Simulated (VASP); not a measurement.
## Al2O3: single point with PBE

The system is Al2O3.

```
CELL_PARAMETERS angstrom
4.33520 0.00000 0.00000
0.00000 8.92725 0.00000
0.00000 0.00000 3.14674
ATOMIC_POSITIONS crystal
Al 0.43174 0.32956 0.50000
Al 0.56826 0.67044 0.50000
Al 0.93174 0.17044 0.00000
Al 0.06826 0.82956 0.00000
O 0.75455 0.22696 0.50000
O 0.00000 0.00000 0.00000
O 0.74545 0.72696 0.00000
O 0.25455 0.27304 0.00000
O 0.24545 0.77304 0.50000
O 0.50000 0.50000 0.50000
```

This cell differs from its parent crystal: strain -0.080 along x and y, +0.040 along z.

* Program: VASP 6.6.1
* Task: single point
* Functional: PBE
* Potentials or basis: VASP PAW PBE potentials, release 64 (Al, O)
* Cutoff: 520 eV
* k mesh: 6 × 4 × 8
* Occupations: gaussian, width 0.05 eV
* Spin: no spin polarisation
* Dipole correction: no
* Further INCAR settings: ALGO = Normal; EDIFF = 1e-06; NBANDS = 35

```
Pressure               : 27.6 GPa
Largest force          : 4.539 eV/Å
Band gap on the k mesh : 4.33 eV
```

Forces on the atoms (eV/Å):
```
Al  -2.840 -3.540  0.000
Al   2.840  3.540  0.000
Al  -2.840  3.540  0.000
Al   2.840 -3.540  0.000
O    1.917 -1.496  0.000
O    0.000  0.000  0.000
O   -1.917 -1.496  0.000
O    1.917  1.496  0.000
O   -1.917  1.496  0.000
O    0.000  0.000  0.000
```

Stress tensor (GPa, compression positive):
```
25.29  0.00  0.00
 0.00 59.86  0.00
 0.00  0.00 -2.29
```

Levels at points of the mesh, in eV from the valence-band top:
```csv
k point,band 20,band 21,band 22,band 23,band 24,band 25,band 26,band 27,band 28,band 29
"(0.00, 0.00, 0.00)",-1.18,-0.90,-0.43,-0.29,0.00,4.33,6.02,6.59,7.13,7.40
"(0.50, 0.00, 0.00)",-1.85,-0.71,-0.71,-0.34,-0.34,6.91,6.91,7.39,7.39,8.88
"(0.00, 0.50, 0.00)",-1.46,-0.38,-0.38,-0.36,-0.36,5.02,5.02,6.84,6.84,8.49
"(0.50, 0.50, 0.00)",-2.18,-0.58,-0.58,-0.34,-0.34,6.93,6.93,7.24,7.24,9.67
"(0.00, 0.00, 0.50)",-2.08,-0.96,-0.96,-0.65,-0.65,8.39,8.39,8.45,8.45,8.85
"(0.50, 0.00, 0.50)",-1.48,-1.37,-1.37,-0.43,-0.43,8.14,8.14,9.44,9.44,9.56
"(0.00, 0.50, 0.50)",-1.94,-1.40,-1.40,-0.34,-0.34,8.14,8.14,8.72,8.72,8.82
"(0.50, 0.50, 0.50)",-1.49,-1.03,-1.03,-0.71,-0.71,8.20,8.20,9.43,9.43,9.54
```

Run time: 2.2 min on 1 thread of Intel(R) Xeon(R) Platinum 8488C (Sapphire Rapids) (shared host), peak memory 0.32 GiB.

Caveat: the cell differs from its parent crystal (strain -0.080 along x and y, +0.040 along z); the cell stands under pressure; forces of over 1 eV/Å act on the atoms, so gaps and moduli don't describe the material at rest. A k mesh can miss the band edges.
